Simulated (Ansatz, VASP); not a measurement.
**One calculation of Be3I2, two programs**

```xyz
5
Lattice="1.8951 1.0941 8.7845 -1.8951 1.0941 8.7845 0.0000 -2.1882 8.7845" Properties=species:S:1:pos:R:3 pbc="T T T"
Be    0.0000    0.0000    0.0000
Be    0.0000    0.0000    5.5211
Be    0.0000    0.0000   20.8325
I     0.0000    0.0000   10.5415
I     0.0000    0.0000   15.8122
```

Alike in both runs: task single point; functional PBE; k mesh 6 × 6 × 6; occupations gaussian, width 0.1 eV; no spin polarisation.

|  | VASP | Ansatz |
| --- | --- | --- |
| version | VASP 6.6.1 | Ansatz 0.2.0 |
| potentials or method | VASP PAW PBE potentials, release 64 (Be, I), cutoff 520 eV | scalar-relativistic, plane waves, PAW |
| valence electrons in the cell | 20 | 40 |

```csv
,VASP,Ansatz,Ansatz less VASP
gap on the k mesh at the Fermi level (eV),none,none,-
pressure (GPa),-2.0,-2.0,+0.01
"traceless stress, the component that is largest in VASP (GPa)",-1.54,-1.54,0.000
rms of the force components (eV/Å),0.518,0.519,+0.0001
```

Atom by atom the forces differ by 0.001 eV/Å (rms over components). A gap of «none» marks a metal or a gap that the smearing closes. VASP's potentials hold 20 valence electrons a cell and Ansatz's 40, so a difference there can come from the potentials and not from the codes.

Spin-orbit coupling is off throughout.
